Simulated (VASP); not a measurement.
Input of a VASP 6.6.1 run:

INCAR

```
PREC = Accurate ; ENCUT = 520
EDIFF = 1E-7 ; ISMEAR = -1
SIGMA = 0.1 ; LREAL = False
LASPH = True ; NELM = 100
ALGO = Normal ; ISIF = 2
LWAVE = False ; LCHARG = False
GGA = RE ; NBANDS = 11
```

The input KPOINTS:

```
regular mesh
0
Gamma
  15 15 15
```

File POSCAR:

```
Pt
1.0
    0.0000000000      1.9609000000      1.9609000000
    1.9609000000      0.0000000000      1.9609000000
    1.9609000000      1.9609000000      0.0000000000
Pt
1
Direct
    0.0000000000      0.0000000000      0.0000000000
```

Potentials or basis: VASP PAW PBE potentials, release 64 (Pt).

Launch:

```bash
$ cat potpaw_PBE.64/Pt/POTCAR > POTCAR
$ mpirun -np 1 vasp_std > vasp.out
```

**Question.** Estimate the band gap on the k mesh.

**Answer.** Zero (band 5 reaches 11.77 eV, above the bottom of band 6 at 9.59 eV).

**Question.** What does it give for the pressure?

**Answer.** 13.0 GPa.

Caveat: the PAW data sets were made with another functional, which shifts forces and pressure a little; spin-orbit coupling is left out, which moves the levels of the heavy elements.
